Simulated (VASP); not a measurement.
Here is a VASP 6.6.1 calculation.

INCAR

```
ALGO     = Normal         # electronic algorithm
EDIFF    = 1E-7           # SCF threshold, eV
ENCUT    = 520            # plane-wave cutoff, eV
GGA      = PS             # functional
ISIF     = 2              # what is computed and relaxed
ISMEAR   = 0              # smearing method
LASPH    = T              # aspherical terms in the spheres
LCHARG   = F              # write CHGCAR
LREAL    = F              # projectors in reciprocal space
LWAVE    = F              # write WAVECAR
NBANDS   = 22             # bands
NELM     = 100            # most SCF steps
PREC     = Accurate       # precision mode
SIGMA    = 0.01           # smearing width, eV
```

The input KPOINTS:

```
k-points
0
Gamma
  9 9 9
```

POSCAR

```
LiAuBr2
1.0
    2.0212775041      1.1669851111      6.1660542551
   -2.0212775041      1.1669851111      6.1660542551
    0.0000000000     -2.3339702222      6.1660542551
Li Au Br
1 1 2
Direct
    0.5000000000      0.5000000000      0.5000000000
    0.0000000000      0.0000000000      0.0000000000
    0.7526949055      0.7526949055      0.7526949055
    0.2473050945      0.2473050945      0.2473050945
```

Potentials or basis: VASP PAW PBE potentials, release 64 (Li_sv, Au, Br).

Command:

```console
$ cat potpaw_PBE.64/Li_sv/POTCAR potpaw_PBE.64/Au/POTCAR potpaw_PBE.64/Br/POTCAR > POTCAR
$ mpirun -np 1 vasp_std > vasp.out
```

Question: What does it give for the band gap on the k mesh?

Answer: 0.80 eV (least direct gap 1.13 eV).

Question: Estimate the largest force.

Answer: 0.004 eV/Å.

Forces on the atoms (eV/Å):
```
Li   0.000  0.000  0.000
Au   0.000  0.000  0.000
Br   0.000  0.000 -0.004
Br   0.000  0.000  0.004
```

Caveat: the PAW data sets were made with another functional, which shifts forces and pressure a little; spin-orbit coupling is left out, which moves the levels of the heavy elements. A k mesh can miss the band edges.
